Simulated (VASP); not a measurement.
# SnO (P4/nmm) in VASP: notebook

SnO is run at these levels: r2SCAN, PBE+D3(BJ); tasks: single point, relaxation of cell and atoms.

All numbers are computed with VASP 6.6.1; they aren't measurements. Logs are shortened: lines on timing, memory, paths and dates and some standing lists are left out, and cuts for length are marked.

## (1) The cell of the first run

Symmetry: P4/nmm, No. 129, tetragonal system. The conventional cell has a = 3.793 Å, b = 3.793 Å, c = 4.758 Å, α = 90.00°, β = 90.00°, γ = 90.00°. Sn (site symmetry 4mm) has 4 O at 2.22 Å within 2.9 Å. O (site symmetry -4m2) has 4 Sn at 2.22 Å and 4 O at 2.68 Å within 2.9 Å.

## (2) Single point, r2SCAN

Input file POSCAR:

```
SnO
1.0
    3.7925885396      0.0000000000      0.0000000000
    0.0000000000      3.7925885396      0.0000000000
    0.0000000000      0.0000000000      4.7583853065
Sn O
2 2
Direct
    0.0000000000      0.5000000000      0.2410331417
    0.5000000000      0.0000000000      0.7589668583
    0.5000000000      0.5000000000      0.0000000000
    0.0000000000      0.0000000000      0.0000000000
```

Input file INCAR.step1:

```
SYSTEM = SnO
  PREC = Accurate
  ENCUT = 520
  ISMEAR = -1
  SIGMA = 0.02
  LREAL = .False.
  LASPH = .True.
  NELM = 60
  NBANDS = 28
  GGA = PE
  ALGO = Normal
  EDIFF = 1E-4
  LWAVE = .True.
  LCHARG = .False.
```

Input file INCAR.step2:

```
SYSTEM = SnO
  PREC = Accurate
  ENCUT = 520
  EDIFF = 1E-6
  ISMEAR = -1
  SIGMA = 0.02
  LREAL = .False.
  LASPH = .True.
  NELM = 60
  ALGO = Normal
  ISIF = 2
  LWAVE = .False.
  LCHARG = .True.
  METAGGA = R2SCAN
  LMIXTAU = .True.
  LELF = .True.
  LVHAR = .True.
  NBANDS = 28
  ISTART = 1
```

Input file KPOINTS:

```
regular mesh
0
Gamma
  6 6 6
  0 0 0
```

Potentials or basis: VASP PAW PBE potentials, release 64 (Sn_d, O).

The run is started by

```bash
> cat potpaw_PBE.64/Sn_d/POTCAR potpaw_PBE.64/O/POTCAR > POTCAR
> cp INCAR.step1 INCAR
> mpirun -np 1 vasp_std > vasp.out
> cp INCAR.step2 INCAR
> mpirun -np 1 vasp_std > vasp.out
```

OUTCAR:

```text
SYSTEM = SnO
   PREC = Accurate
   ENCUT = 520
   EDIFF = 1E-6
   ISMEAR = -1
   LREAL = .False.
   LASPH = .True.
   NELM = 60
   ISIF = 2
   METAGGA = R2SCAN
   ISTART = 1

 ion  position               nearest neighbor table
   1  0.000  0.500  0.241-   3 2.22   4 2.22   4 2.22   3 2.22   2 3.53   2 3.53   2 3.53   2 3.53
                             2 3.64   2 3.64   2 3.64   2 3.64
   2  0.500  0.000  0.759-   3 2.22   4 2.22   3 2.22   4 2.22   1 3.53   1 3.53   1 3.53   1 3.53
                             1 3.64   1 3.64   1 3.64   1 3.64
   3  0.500  0.500  0.000-   1 2.22   2 2.22   2 2.22   1 2.22
   4  0.000  0.000  0.000-   1 2.22   2 2.22   1 2.22   2 2.22

  LATTYP: Found a simple tetragonal cell.
 ALAT       =     3.7925885396
 C/A-ratio  =     1.2546537165

  Lattice vectors:

 A1 = (   3.7925885396,   0.0000000000,   0.0000000000)
 A2 = (   0.0000000000,   3.7925885396,   0.0000000000)
 A3 = (   0.0000000000,   0.0000000000,   4.7583853065)

Analysis of symmetry for initial positions (statically):
=====================================================================
 Subroutine PRICEL returns:
 Original cell was already a primitive cell.

 Routine SETGRP: Setting up the symmetry group for a
 simple tetragonal supercell.

 Subroutine GETGRP returns: Found 16 space group operations
 (whereof  8 operations were pure point group operations)
 out of a pool of 16 trial point group operations.

The static configuration has the point symmetry D_2d.
 The point group associated with its full space group is D_4h.

Analysis of symmetry for dynamics (positions and initial velocities):
=====================================================================
 Subroutine PRICEL returns:
 Original cell was already a primitive cell.

 Routine SETGRP: Setting up the symmetry group for a
 simple tetragonal supercell.

 Subroutine GETGRP returns: Found 16 space group operations
 (whereof  8 operations were pure point group operations)
 out of a pool of 16 trial point group operations.

The dynamic configuration has the point symmetry D_2d.
 The point group associated with its full space group is D_4h.

 Subroutine INISYM returns: Found 16 space group operations
 (whereof  8 operations are pure point group operations),
 and found     1 'primitive' translations

[... 90 lines left out ...]
   ISTART =      1    job   : 0-new  1-cont  2-samecut
   ICHARG =      0    charge: 1-file 2-atom 10-const
   ISPIN  =      1    spin polarized calculation?
   LNONCOLLINEAR =      F non collinear calculations
   LSORBIT =      F    spin-orbit coupling
   LASPH  =      T    aspherical Exc in radial PAW
   ENCUT  =  520.0 eV  38.22 Ry    6.18 a.u.   7.05  7.05  8.85*2*pi/ulx,y,z
   NELM   =     60;   NELMIN=  2; NELMDL=  0     # of ELM steps
   EDIFF  = 0.1E-05   stopping-criterion for ELM
   LREAL  =      F    real-space projection
   EDIFFG = 0.1E-04   stopping-criterion for IOM
   NSW    =      0    number of steps for IOM
   IBRION =     -1    ionic relax: 0-MD 1-quasi-New 2-CG
   NFREE  =      0    steps in history (QN), initial steepest desc. (CG)
   ISIF   =      2    stress and relaxation
   ISYM   =      2    0-nonsym 1-usesym 2-fastsym
   POTIM  = 0.5000    time-step for ionic-motion
   TEBEG  =    0.0;   TEEND  =   0.0 temperature during run
   PSTRESS=    0.0 pullay stress
   NELECT =      40.0000    total number of electrons
   NUPDOWN=      -1.0000    fix difference up-down
   EMIN   =  10.00;   EMAX   =-10.00  energy-range for DOS
   EFERMI =   0.00;   METHOD = LEGACY
   ISMEAR =    -1;   SIGMA  =   0.02  broadening in eV -4-tet -1-fermi 0-gaus
   EFERMI_NEDOS =   21; number of points for ismear=-14 and -15
   IALGO  =     38    algorithm
   IMIX   =      4    mixing-type and parameters
     AMIX     =   0.40;   BMIX     =  1.00
     AMIX_MAG =   1.60;   BMIX_MAG =  1.00
  volume/ion in A,a.u.               =      17.11       115.47
  Fermi-wavevector in a.u.,A,eV,Ry     =   1.368730  2.586525 25.489454  1.873422
  Thomas-Fermi vector in A             =   2.494668
   LORBIT       =      0    0 simple, 1 ext, 2 COOP (PROOUT), +10 PAW based schemes
   METAGGA = R2SCAN    functional components
   LHFCALC =     F    Hartree Fock is set to
   AEXX    =    0.0000 exact exchange contribution
   IVDW    =     0    specifies the selected vdW correction
   LEPSILON=     F    determine dielectric tensor
   LRPA    =     F    only Hartree local field effects (RPA)
 non-spin polarized calculation
  energy-cutoff  :      520.00
  volume of cell :       68.44
 maximum number of plane-waves:      1868
   NGX = 15   NGY = 15   NGZ = 17

 number of electron      39.9999998 magnetization

 Free energy of the ion-electron system (eV)
  ---------------------------------------------------
  ext. energy  EPLUGINS =         0.00000000
  ---------------------------------------------------
  free energy    TOTEN  =       -66.88897761 eV

  energy without entropy =      -66.88865389  energy(sigma->0) =      -66.88881575

 E-fermi :   7.5029     XC(G=0): -11.0805

 val. band max:        7.4979465395   @ k =   0.0000   0.0000   0.0000
 cond. band min:       7.5282515052   @ k =   0.5000   0.5000   0.0000
 fundamental gap:      0.0303049658
 Fermi energy:         7.5029024220

 k-point     1 :       0.0000    0.0000    0.0000
  band No.  band energies     occupation
      1     -15.5719      2.00000
      2     -14.9845      2.00000
      3     -14.9792      2.00000
      4     -14.9792      2.00000
      5     -14.9255      2.00000
      6     -14.9064      2.00000
[... 733 lines left out ...]
     27      17.1525      0.00000
     28      17.1525      0.00000

 [... further k-points ...]
[... 5 lines left out ...]
  --------------------------------------------------------------------------------------
  -------------------------------------------------------------------------------------
  Total        0.7813692      0.7813692      0.7620522      0.0000000      0.0000000      0.0000000
  in kB       18.2909306     18.2909306     17.8387424      0.0000000      0.0000000      0.0000000
  external PRESSURE =      18.1402012 kB  Pullay stress =       0.0000000 kB

 VOLUME and BASIS-vectors are now :
 -----------------------------------------------------------------------------
  energy-cutoff  :      520.00
  volume of cell :       68.44
      direct lattice vectors                 reciprocal lattice vectors
     3.792588540  0.000000000  0.000000000     0.263672157  0.000000000  0.000000000
     0.000000000  3.792588540  0.000000000     0.000000000  0.263672157  0.000000000
     0.000000000  0.000000000  4.758385307     0.000000000  0.000000000  0.210155323

 POSITION                                       TOTAL-FORCE (eV/Angst)
 -----------------------------------------------------------------------------------
      0.00000      1.89629      1.14693         0.000000     -0.000000      0.119031
      1.89629      0.00000      3.61146        -0.000000      0.000000     -0.119031
      1.89629      1.89629      0.00000        -0.000000     -0.000000      0.000000
      0.00000      0.00000      0.00000        -0.000000      0.000000      0.000000
 -----------------------------------------------------------------------------------
    total drift:                                0.000000      0.000000     -0.000000

  FREE ENERGIE OF THE ION-ELECTRON SYSTEM (eV)
  ---------------------------------------------------
  free  energy   TOTEN  =       -66.8889776083 eV

  energy  without entropy=      -66.8886538916  energy(sigma->0) =      -66.88881575
```

OUTCAR.step1:

```text
SYSTEM = SnO
   PREC = Accurate
   ENCUT = 520
   ISMEAR = -1
   LREAL = .False.
   LASPH = .True.
   NELM = 60
[... 975 lines left out ...]
      1.89629      0.00000      3.61146        -0.000000     -0.000000     -0.586099
      1.89629      1.89629      0.00000         0.000000     -0.000000      0.000000
      0.00000      0.00000      0.00000         0.000000      0.000000      0.000000
 -----------------------------------------------------------------------------------
    total drift:                                0.000000      0.000000     -0.000000

  FREE ENERGIE OF THE ION-ELECTRON SYSTEM (eV)
  ---------------------------------------------------
  free  energy   TOTEN  =       -22.6387473255 eV

  energy  without entropy=      -22.6382023808  energy(sigma->0) =      -22.63847485
```

Run time: 3.4 min. Hardware: 1 thread of Intel Xeon 8259CL, shared host; peak memory 0.21 GiB.

What came out:

```yaml
Free_energy: -66.8890 eV
Pressure: 1.8 GPa
Largest_force: 0.119 eV/Å
Band_gap_on_the_k_mesh: 0.03 eV (least direct gap 2.20 eV)
```

Forces on the atoms (eV/Å):
```
Sn   0.000  0.000  0.119
Sn   0.000  0.000 -0.119
O    0.000  0.000  0.000
O    0.000  0.000  0.000
```

Caveat: semilocal functionals underestimate gaps, and a narrow one can read as zero; the PAW data sets were made with another functional, which shifts forces and pressure a little; spin-orbit coupling is left out, which moves the levels of the heavy elements. A k mesh can miss the band edges.

## (3) Relaxation of cell and atoms, PBE+D3(BJ)

This run uses another cell than the first one, of 17.77 Å³/atom.

Input file INCAR:

```
ALGO = Normal
EDIFF = 1E-7
EDIFFG = -0.005
ENCUT = 600
GGA = PE
IBRION = 2
ISIF = 3
ISMEAR = -1
IVDW = 12
LASPH = True
LCHARG = False
LREAL = False
LWAVE = False
NELM = 60
NSW = 80
PREC = Accurate
SIGMA = 0.02
```

Input file KPOINTS:

```
k-points
0
Gamma
  6 6 6
```

Input file POSCAR:

```
SnO
1.0
    3.8136952200      0.0000000000      0.0000000000
    0.0000000000      3.8136952200      0.0000000000
    0.0000000000      0.0000000000      4.8869133000
Sn O
2 2
Direct
    0.0000000000      0.5000000000      0.2353738600
    0.5000000000      0.0000000000      0.7646261400
    0.5000000000      0.5000000000      0.0000000000
    0.0000000000      0.0000000000      0.0000000000
```

Potentials or basis: VASP PAW PBE potentials, release 64 (Sn_d, O).

The run is started by

```bash
> cat potpaw_PBE.64/Sn_d/POTCAR potpaw_PBE.64/O/POTCAR > POTCAR
> mpirun -np 1 vasp_std > vasp.out
```

OUTCAR:

```text
EDIFF = 1E-7
   EDIFFG = -0.005
   ENCUT = 600
   GGA = PE
   IBRION = 2
   ISIF = 3
   ISMEAR = -1
   IVDW = 12
   LASPH = True
   LREAL = False
   NELM = 60
   NSW = 80
   PREC = Accurate
 IVDW          = 12

 ion  position               nearest neighbor table
   1  0.000  0.500  0.235-   3 2.23   4 2.23   4 2.23   3 2.23   2 3.54   2 3.54   2 3.54   2 3.54
                             2 3.74   2 3.74   2 3.74   2 3.74
   2  0.500  0.000  0.765-   3 2.23   4 2.23   3 2.23   4 2.23   1 3.54   1 3.54   1 3.54   1 3.54
                             1 3.74   1 3.74   1 3.74   1 3.74
   3  0.500  0.500  0.000-   1 2.23   2 2.23   2 2.23   1 2.23
   4  0.000  0.000  0.000-   1 2.23   2 2.23   1 2.23   2 2.23

  LATTYP: Found a simple tetragonal cell.
 ALAT       =     3.8136952200
 C/A-ratio  =     1.2814116016

  Lattice vectors:

 A1 = (   3.8136952200,   0.0000000000,   0.0000000000)
 A2 = (   0.0000000000,   3.8136952200,   0.0000000000)
 A3 = (   0.0000000000,   0.0000000000,   4.8869133000)

Analysis of symmetry for initial positions (statically):
=====================================================================
 Subroutine PRICEL returns:
 Original cell was already a primitive cell.

 Routine SETGRP: Setting up the symmetry group for a
 simple tetragonal supercell.

[... 168 lines left out ...]
  ext. energy  EPLUGINS =         0.00000000
  ---------------------------------------------------
  free energy    TOTEN  =       -22.68977336 eV

  energy without entropy =      -22.68972230  energy(sigma->0) =      -22.68974783

------------------------ aborting loop because EDIFF is reached ----------------------------------------

 Edisp (eV)   -0.92500

 E8    (eV) :    -0.4012
[... 111 lines left out ...]
  FREE ENERGIE OF THE ION-ELECTRON SYSTEM (eV)
  ---------------------------------------------------
  free  energy   TOTEN  =       -23.6255561563 eV

  energy  without entropy=      -23.6254872086  energy(sigma->0) =      -23.62552168

[... ionic steps 4 to 8 ...]

--------------------------------------- Ionic step        9  -------------------------------------------

 number of electron      40.0000014 magnetization

------------------------ aborting loop because EDIFF is reached ----------------------------------------
[... 79 lines left out ...]
--------------------------------------- Ionic step       11  -------------------------------------------

 number of electron      40.0000017 magnetization

 Free energy of the ion-electron system (eV)
  ---------------------------------------------------
  ext. energy  EPLUGINS =         0.00000000
  ---------------------------------------------------
  free energy    TOTEN  =       -22.68898234 eV

  energy without entropy =      -22.68844607  energy(sigma->0) =      -22.68871421

 E-fermi :   7.1198     XC(G=0): -10.3186

 val. band max:        7.1044875762   @ k =   0.5000   0.5000   0.0000
 cond. band min:       7.1720819574   @ k =   0.0000   0.0000   0.0000
 fundamental gap:      0.0675943811
 Fermi energy:         7.1198274645

 k-point     1 :       0.0000    0.0000    0.0000
  band No.  band energies     occupation
      1     -14.7649      2.00000
      2     -14.3789      2.00000
      3     -14.3789      2.00000
      4     -14.3683      2.00000
      5     -14.3392      2.00000
      6     -14.3314      2.00000
[... 637 lines left out ...]
     23      12.5302      0.00000
     24      12.5302      0.00000

 [... further k-points ...]

------------------------ aborting loop because EDIFF is reached ----------------------------------------

 Edisp (eV)   -0.94584

 E8    (eV) :    -0.4104
[... 27 lines left out ...]
  FREE ENERGIE OF THE ION-ELECTRON SYSTEM (eV)
  ---------------------------------------------------
  free  energy   TOTEN  =       -23.6348193632 eV

  energy  without entropy=      -23.6342830916  energy(sigma->0) =      -23.63455123

 reached required accuracy - stopping structural energy minimisation
```

OSZICAR:

```text
N       E                     dE             d eps       ncg     rms          rms(c)
DAV:   1     0.421979283576E+03    0.42198E+03   -0.22508E+04  1944   0.278E+03
DAV:   2     0.326940278020E+02   -0.38929E+03   -0.38356E+03  2072   0.608E+02
DAV:   3    -0.241024236595E+02   -0.56796E+02   -0.56187E+02  2320   0.199E+02
DAV:   4    -0.263370045826E+02   -0.22346E+01   -0.22325E+01  2160   0.438E+01
[... 118 lines left out ...]
DAV:   3    -0.226889944936E+02    0.43007E-04   -0.95184E-05  2488   0.196E-01    0.175E-02
DAV:   4    -0.226889846474E+02    0.98462E-05   -0.30826E-05  2856   0.898E-02    0.416E-03
DAV:   5    -0.226889826126E+02    0.20348E-05   -0.72247E-06  2672   0.320E-02    0.219E-03
DAV:   6    -0.226889824296E+02    0.18297E-06   -0.45950E-07  1800   0.846E-03    0.112E-03
DAV:   7    -0.226889823428E+02    0.86825E-07   -0.18243E-07  1336   0.443E-03
  11 F= -.23634819E+02 E0= -.23634551E+02  d E =-.601713E-04
```

Wall time 11 min (1 thread of Intel Xeon 8259CL, shared host); peak memory 0.25 GiB.

Results:

| Item | Value |
| --- | --- |
| Free energy | -23.6348 eV |
| Relaxed volume | 17.40 Å³/atom |
| Relaxed cell | a = 3.833 Å, b = 3.833 Å, c = 4.737 Å, α = 90.00°, β = 90.00°, γ = 90.00° |
| Space group after relaxing (to 0.1 Å) | P4/nmm (No. 129) |
| Energy gained by relaxing | 5.0 meV/atom |
| Ionic steps | 11 |
| Pressure after relaxing | 0.0 GPa |
| Band gap on the k mesh | zero (bands 20 and 21 overlap by 0.07 eV) |
| Dispersion energy per atom | -0.236 eV |

Step by step:
```tsv
step	energy change (eV)	largest force (eV/Å)	pressure (GPa)	volume (Å³)
1	0.0000	0.4657	1.69	71.08
2	-0.0015	0.2890	-2.10	73.02
3	-0.0108	0.0661	-0.34	72.07
4	-0.0126	0.0614	-0.30	71.81
5	-0.0170	0.0502	-0.18	71.01
6	-0.0197	0.0428	0.14	69.42
7	-0.0199	0.0451	0.08	69.72
8	-0.0195	0.0907	-0.45	69.79
9	-0.0200	0.0024	-0.09	69.74
10	-0.0200	0.0016	0.04	69.55
11	-0.0200	0.0003	0.00	69.61
```

Final structure:
```
CELL_PARAMETERS angstrom
3.83326 0.00000 0.00000
0.00000 3.83326 0.00000
0.00000 0.00000 4.73732
ATOMIC_POSITIONS crystal
Sn 0.00000 0.50000 0.24570
Sn 0.50000 0.00000 0.75430
O 0.50000 0.50000 0.00000
O 0.00000 0.00000 0.00000
```

Levels at points of the mesh, in eV from the Fermi level:
```
           k point  band 17  band 18  band 19  band 20  band 21  band 22  band 23  band 24
(0.00, 0.00, 0.00)    -3.30    -2.98    -2.98     0.05     2.25     4.52     4.52     4.82
(0.50, 0.00, 0.00)    -4.63    -4.63    -2.66    -2.66     3.36     3.36     5.82     5.82
(0.50, 0.50, 0.00)    -2.34    -2.34    -1.82    -1.82    -0.02    -0.02     4.59     4.59
(0.00, 0.00, 0.50)    -3.00    -3.00    -2.91    -2.05     1.80     2.81     2.81     3.60
(0.50, 0.00, 0.50)    -4.58    -4.58    -1.64    -1.64     2.77     2.77     5.29     5.29
(0.50, 0.50, 0.50)    -2.73    -2.73    -2.34    -2.34     2.35     2.35     4.32     4.32
```

Caveat: semilocal functionals underestimate gaps, and a narrow one can read as zero; spin-orbit coupling is left out, which moves the levels of the heavy elements.

The gap in the log of VASP goes by the Fermi energy; the results here count the filled bands.